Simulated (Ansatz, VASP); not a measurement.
## One calculation of CsH3, two programs

```
CELL_PARAMETERS angstrom
-1.88947 1.88947 5.23223
1.88947 -1.88947 5.23223
1.88947 1.88947 -5.23223
ATOMIC_POSITIONS crystal
Cs 0.00000 0.00000 0.00000
H 0.50000 0.50000 0.00000
H 0.75000 0.25000 0.50000
H 0.25000 0.75000 0.50000
```

Change from the starting cell: species swapped into the NbGa3 type (I4/mmm, No. 139).

Alike in both runs: functional PBE; k mesh 18 × 18 × 18; occupations gaussian, width 0.1 eV; no spin polarisation.

Ansatz relaxed the structure, and its values are those at the end. VASP's run is a single point on that final structure, the one shown.

```csv
,VASP,Ansatz
version,VASP 6.6.1,Ansatz 0.2.0
potentials or method,"VASP PAW PBE potentials, release 64 (Cs_sv, H), cutoff 520 eV","scalar-relativistic, plane waves, PAW"
valence electrons in the cell,12,12
```

|  | VASP | Ansatz | Ansatz less VASP |
| --- | --- | --- | --- |
| gap on the k mesh at the Fermi level (eV) | none | none | - |
| pressure (GPa) | 0.0 | 0.0 | -0.01 |

A gap of «none» marks a metal or a gap that the smearing closes.

Neither program's run includes spin-orbit coupling.
